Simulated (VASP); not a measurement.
# Si16O (a cell with a defect) in VASP: single point with PBEsol

Aim: the single point of Si16O (a cell with a defect) with PBEsol.

Program: VASP 6.6.1. These are calculated values, not measurements. Logs are shortened: lines on timing, memory, paths and dates and some standing lists are left out, and cuts for length are marked.

## (1) The cell of the first run

The cell holds a defect, 17 atoms: a = 7.679 Å, b = 7.679 Å, c = 7.679 Å, α = 60.00°, β = 60.00°, γ = 60.00°.

## (2) Single point, PBEsol, collinear spin, ferromagnetic start

Contents of INCAR:

```
PREC     = Accurate       # precision mode
ENCUT    = 520            # plane-wave cutoff, eV
EDIFF    = 1E-6           # SCF threshold, eV
ISMEAR   = 0              # smearing method
SIGMA    = 0.05           # smearing width, eV
LREAL    = Auto         
LASPH    = True           # aspherical terms in the spheres
NELM     = 150            # most SCF steps
ALGO     = Normal         # electronic algorithm
ISIF     = 2              # what is computed and relaxed
LWAVE    = False          # write WAVECAR
LCHARG   = True           # write CHGCAR
ISPIN    = 2              # spin polarisation
MAGMOM   = 0 0 0 0 0 0 0 0 0 0 0 0 0 0 0 0 1 # initial moments
LORBIT   = 11             # projections on sites
GGA      = PS             # functional
LELF     = True           # ELF
LVHAR    = True         
NBANDS   = 53             # bands
```

Contents of KPOINTS:

```
regular mesh
0
Gamma
  2 2 2
```

Contents of POSCAR:

```
Si16O
1.0
    0.0000000000      5.4300000000      5.4300000000
    5.4300000000      0.0000000000      5.4300000000
    5.4300000000      5.4300000000      0.0000000000
Si O
16 1
Direct
    0.0078975466      0.0003057382      0.0046990995
    0.1264037859      0.1304956527      0.1315907893
   -0.0095605599      0.0032026956      0.5050502730
    0.1126473572      0.1269226947      0.6288151540
   -0.0137373783      0.5046324110      0.0061441434
    0.1178676565      0.6262079749      0.1274959876
   -0.0222359664      0.5004549940      0.5016092603
    0.0960369213      0.6273312203      0.6320063795
    0.4993478380      0.0081536864      0.0451148535
    0.6344624624      0.1336570978      0.1568902138
    0.4783271422     -0.0411001375      0.5131284315
    0.6248024238      0.1193199464      0.6738088504
    0.4927630135      0.5049248740     -0.0012693957
    0.6113663816      0.6331359190      0.1278081603
    0.4694742543      0.4757760210      0.4989808719
    0.6048629104      0.5874755879      0.6239106796
    0.5502285109      0.9378578235      0.6959555483
```

Potentials or basis: VASP PAW PBE potentials, release 64 (Si, O).

Run with:

```console
$ cat potpaw_PBE.64/Si/POTCAR potpaw_PBE.64/O/POTCAR > POTCAR
$ mpirun -np 1 vasp_std > vasp.out
```

OUTCAR:

```text
PREC = Accurate
   ENCUT = 520
   EDIFF = 1E-6
   ISMEAR = 0
   LREAL = Auto
   LASPH = True
   NELM = 150
   ISIF = 2
   ISPIN = 2
   LORBIT = 11
   GGA = PS

 ion  position               nearest neighbor table
   1  0.008  0.000  0.005-   6 2.35  10 2.36   2 2.36   4 2.36
   2  0.126  0.130  0.132-   3 2.34   5 2.35   1 2.36   9 2.36
   3  0.990  0.003  0.505-  12 2.32   4 2.32   2 2.34   8 2.36
   4  0.113  0.127  0.629-  11 2.32   3 2.32   7 2.34   1 2.36
   5  0.986  0.505  0.006-   6 2.35   2 2.35   8 2.35  14 2.35
   6  0.118  0.626  0.127-   1 2.35   5 2.35   7 2.35  13 2.35
   7  0.978  0.500  0.502-   4 2.34   6 2.35   8 2.36  16 2.36
   8  0.096  0.627  0.632-   5 2.35  15 2.35   7 2.36   3 2.36
   9  0.499  0.008  0.045-  12 2.33  10 2.34   2 2.36  14 2.38
  10  0.634  0.134  0.157-  11 2.32   9 2.34  13 2.35   1 2.36
  11  0.478  0.959  0.513-  17 1.66   4 2.32  10 2.32  16 2.33  12 2.93
  12  0.625  0.119  0.674-  17 1.66   3 2.32  15 2.32   9 2.33  11 2.93
  13  0.493  0.505  0.999-   6 2.35  10 2.35  14 2.36  16 2.38
  14  0.611  0.633  0.128-   5 2.35  15 2.35  13 2.36   9 2.38
  15  0.469  0.476  0.499-  12 2.32  16 2.33  14 2.35   8 2.35
  16  0.605  0.587  0.624-  11 2.33  15 2.33   7 2.36  13 2.38
  17  0.550  0.938  0.696-  11 1.66  12 1.66

  LATTYP: Found a face centered cubic cell.
 ALAT       =    10.8600000000

  Lattice vectors:

 A1 = (   0.0000000000,   5.4300000000,   5.4300000000)
 A2 = (   5.4300000000,   0.0000000000,   5.4300000000)
 A3 = (   5.4300000000,   5.4300000000,   0.0000000000)

Analysis of symmetry for initial positions (statically):
=====================================================================
 Subroutine PRICEL returns:
 Original cell was already a primitive cell.

 Routine SETGRP: Setting up the symmetry group for a
 face centered cubic supercell.

 Subroutine GETGRP returns: Found  1 space group operations
 (whereof  1 operations were pure point group operations)
 out of a pool of 48 trial point group operations.

The static configuration has the point symmetry C_1 .

Analysis of symmetry for dynamics (positions and initial velocities):
=====================================================================
 Subroutine PRICEL returns:
 Original cell was already a primitive cell.

 Routine SETGRP: Setting up the symmetry group for a
 face centered cubic supercell.

 Subroutine GETGRP returns: Found  1 space group operations
 (whereof  1 operations were pure point group operations)
 out of a pool of 48 trial point group operations.

The dynamic configuration has the point symmetry C_1 .

Analysis of structural, dynamic, and magnetic symmetry:
=====================================================================
 Subroutine PRICEL returns:
 Original cell was already a primitive cell.

 Routine SETGRP: Setting up the symmetry group for a
 face centered cubic supercell.

 Subroutine GETGRP returns: Found  1 space group operations
 (whereof  1 operations were pure point group operations)
 out of a pool of 48 trial point group operations.

The overall configuration has the point symmetry C_1 .

 Subroutine INISYM returns: Found  1 space group operations
 (whereof  1 operations are pure point group operations),
 and found     1 'primitive' translations

----------------------------------------------------------------------------------------

                                     Primitive cell

  volume of cell :     320.2060

  direct lattice vectors                    reciprocal lattice vectors
     0.000000000  5.430000000  5.430000000    -0.092081031  0.092081031  0.092081031
     5.430000000  0.000000000  5.430000000     0.092081031 -0.092081031  0.092081031
     5.430000000  5.430000000  0.000000000     0.092081031  0.092081031 -0.092081031

  length of vectors
     7.679179644  7.679179644  7.679179644     0.159489025  0.159489025  0.159489025

  position of ions in fractional coordinates (direct lattice)
     0.007897547  0.000305738  0.004699100
     0.126403786  0.130495653  0.131590789
     0.990439440  0.003202696  0.505050273
     0.112647357  0.126922695  0.628815154
     0.986262622  0.504632411  0.006144143
     0.117867657  0.626207975  0.127495988
[... 9 lines left out ...]
     0.604862910  0.587475588  0.623910680
     0.550228511  0.937857824  0.695955548

  ion indices of the primitive-cell ions
   primitive index   ion index
                 1           1
                 2           2
[... 60 lines left out ...]
 SYSTEM =  unknown system
   PREC   = accura    normal or accurate (medium, high low for compatibility)
   ISTART =      0    job   : 0-new  1-cont  2-samecut
   ICHARG =      2    charge: 1-file 2-atom 10-const
   ISPIN  =      2    spin polarized calculation?
   LNONCOLLINEAR =      F non collinear calculations
   LSORBIT =      F    spin-orbit coupling
   LASPH  =      T    aspherical Exc in radial PAW
   ENCUT  =  520.0 eV  38.22 Ry    6.18 a.u.  14.28 14.28 14.28*2*pi/ulx,y,z
   NELM   =    150;   NELMIN=  2; NELMDL= -5     # of ELM steps
   EDIFF  = 0.1E-05   stopping-criterion for ELM
   LREAL  =      T    real-space projection
   EDIFFG = 0.1E-04   stopping-criterion for IOM
   NSW    =      0    number of steps for IOM
   IBRION =     -1    ionic relax: 0-MD 1-quasi-New 2-CG
   NFREE  =      0    steps in history (QN), initial steepest desc. (CG)
   ISIF   =      2    stress and relaxation
   ISYM   =      2    0-nonsym 1-usesym 2-fastsym
   POTIM  = 0.5000    time-step for ionic-motion
   TEBEG  =    0.0;   TEEND  =   0.0 temperature during run
   PSTRESS=    0.0 pullay stress
   NELECT =      70.0000    total number of electrons
   NUPDOWN=      -1.0000    fix difference up-down
   EMIN   =  10.00;   EMAX   =-10.00  energy-range for DOS
   EFERMI =   0.00;   METHOD = LEGACY
   ISMEAR =     0;   SIGMA  =   0.05  broadening in eV -4-tet -1-fermi 0-gaus
   EFERMI_NEDOS =   21; number of points for ismear=-14 and -15
   IALGO  =     38    algorithm
   IMIX   =      4    mixing-type and parameters
     AMIX     =   0.40;   BMIX     =  1.00
     AMIX_MAG =   1.60;   BMIX_MAG =  1.00
  volume/ion in A,a.u.               =      18.84       127.11
  Fermi-wavevector in a.u.,A,eV,Ry     =   0.986199  1.863645 13.232857  0.972588
  Thomas-Fermi vector in A             =   2.117562
   LORBIT       =     11    0 simple, 1 ext, 2 COOP (PROOUT), +10 PAW based schemes
   GGA     = PS    functional components
   LHFCALC =     F    Hartree Fock is set to
   AEXX    =    0.0000 exact exchange contribution
   IVDW    =     0    specifies the selected vdW correction
   LEPSILON=     F    determine dielectric tensor
   LRPA    =     F    only Hartree local field effects (RPA)
 spin polarized calculation
 Gauss-broadening in eV      SIGMA  =   0.05
  energy-cutoff  :      520.00
  volume of cell :      320.21
 maximum number of plane-waves:      8646
 NGX is ok and might be reduce to    60
   NGX = 29   NGY = 29   NGZ = 29

 number of electron      70.0000000 magnetization       0.0004840

 number of electron      70.0000000 magnetization      -0.0000762

 Free energy of the ion-electron system (eV)
  ---------------------------------------------------
  ext. energy  EPLUGINS =         0.00000000
  ---------------------------------------------------
  free energy    TOTEN  =       -98.32081471 eV

  energy without entropy =      -98.32081471  energy(sigma->0) =      -98.32081471

 E-fermi :   6.0416     XC(G=0):  -9.6838

 val. band max:        5.8384566211   @ k =   0.0000   0.0000   0.0000
 cond. band min:       6.2445196641   @ k =   0.0000   0.0000   0.0000
 fundamental gap:      0.4060630430
 Fermi energy:         6.0416497559

 spin component 1

 k-point     1 :       0.0000    0.0000    0.0000
  band No.  band energies     occupation
      1     -14.5005      1.00000
      2      -5.8757      1.00000
      3      -4.4717      1.00000
      4      -3.7361      1.00000
      5      -3.7157      1.00000
      6      -3.3736      1.00000
[... 389 lines left out ...]
     46      10.0741      0.00000
     47      10.3518      0.00000
 Fermi energy:         6.0416497559

 spin component 2

 k-point     1 :       0.0000    0.0000    0.0000
  band No.  band energies     occupation
      1     -14.5005      1.00000
      2      -5.8757      1.00000
      3      -4.4718      1.00000
      4      -3.7361      1.00000
      5      -3.7157      1.00000
      6      -3.3736      1.00000
[... 389 lines left out ...]
     46      10.0741      0.00000
     47      10.3518      0.00000
 [bands above 47 left out]

------------------------ aborting loop because EDIFF is reached ----------------------------------------

  FORCE on cell =-STRESS in cart. coord.  units (eV):
  Direction    XX          YY          ZZ          XY          YZ          ZX
  --------------------------------------------------------------------------------------
  -------------------------------------------------------------------------------------
  Total        5.1620521      4.5613362      4.5245280      2.0885228      2.9209969      2.0961082
  in kB       25.8287556     22.8230235     22.6388507     10.4500967     14.6154502     10.4880512
  external PRESSURE =      23.7635433 kB  Pullay stress =       0.0000000 kB

 VOLUME and BASIS-vectors are now :
 -----------------------------------------------------------------------------
  energy-cutoff  :      520.00
  volume of cell :      320.21
      direct lattice vectors                 reciprocal lattice vectors
     0.000000000  5.430000000  5.430000000    -0.092081031  0.092081031  0.092081031
     5.430000000  0.000000000  5.430000000     0.092081031 -0.092081031  0.092081031
     5.430000000  5.430000000  0.000000000     0.092081031  0.092081031 -0.092081031

 POSITION                                       TOTAL-FORCE (eV/Angst)
 -----------------------------------------------------------------------------------
      0.02718      0.06840      0.04454         0.005874     -0.000631      0.005159
      1.42313      1.40091      1.39496        -0.008705      0.000162      0.001024
      2.75981      8.12051      5.39548        -0.001319     -0.006882      0.001141
      4.10366      4.02614      1.30087         0.006773     -0.006231      0.003632
      2.77352      5.38877      8.09556         0.000145      0.002972     -0.002339
      4.09261      1.33232      4.04033        -0.001261     -0.000020     -0.002063
[... 9 lines left out ...]
      6.57783      6.67224      6.47440         0.003828     -0.002727     -0.001264
      8.87161      6.76678      8.08031         0.004629      0.069192     -0.052618
 -----------------------------------------------------------------------------------
    total drift:                                0.002315     -0.002581     -0.004014

  FREE ENERGIE OF THE ION-ELECTRON SYSTEM (eV)
  ---------------------------------------------------
  free  energy   TOTEN  =       -98.3208147124 eV

  energy  without entropy=      -98.3208147119  energy(sigma->0) =      -98.32081471

 total charge

# of ion       s       p       d       tot
------------------------------------------
    1        0.741   0.945   0.000   1.686
    2        0.740   0.950   0.000   1.690
    3        0.745   0.973   0.000   1.718
    4        0.745   0.972   0.000   1.718
    5        0.739   0.957   0.000   1.696
    6        0.739   0.957   0.000   1.696
[... 9 lines left out ...]
   16        0.750   0.951   0.000   1.701
   17        1.572   3.583   0.000   5.155
--------------------------------------------------
tot         13.474  18.808   0.000  32.283

 magnetization (x)

# of ion       s       p       d       tot
------------------------------------------
    1        0.000   0.000   0.000   0.000
    2        0.000   0.000   0.000   0.000
    3        0.000   0.000   0.000   0.000
    4        0.000   0.000   0.000   0.000
    5        0.000   0.000   0.000   0.000
    6        0.000   0.000   0.000   0.000
[... 9 lines left out ...]
   16        0.000   0.000   0.000   0.000
   17       -0.000  -0.000   0.000  -0.000
--------------------------------------------------
tot          0.000   0.000   0.000   0.000
```

It took 5.2 min on 1 thread of AMD EPYC 9R45 (Zen 5), shared host; peak memory 0.68 GiB.

What came out:

- Free energy: -98.3208 eV
- Pressure: 2.4 GPa
- Largest force: 0.119 eV/Å
- Band gap on the k mesh: 0.41 eV
- Net moment: 0.00 μB per cell
- Valence electrons inside the program's atomic spheres: Si 1.69, 1.72, 1.70, 1.71, 1.68 (each value once); O 5.16

Forces in eV/Å, atoms in the order of the input:
```
Si   0.006 -0.001  0.005
Si  -0.009  0.000  0.001
Si  -0.001 -0.007  0.001
Si   0.007 -0.006  0.004
Si   0.000  0.003 -0.002
Si  -0.001  0.000 -0.002
Si   0.003  0.000 -0.001
Si   0.001 -0.004 -0.003
Si   0.011  0.018 -0.001
Si  -0.003 -0.004  0.000
Si  -0.076 -0.085 -0.031
Si   0.058  0.028  0.081
Si   0.002  0.010  0.007
Si   0.002 -0.021  0.006
Si  -0.009  0.001 -0.009
Si   0.004 -0.003 -0.001
O    0.005  0.069 -0.053
```

Caveat: the k points lie up to 0.50 Å⁻¹ apart; the PAW data sets were made with another functional, which shifts forces and pressure a little.
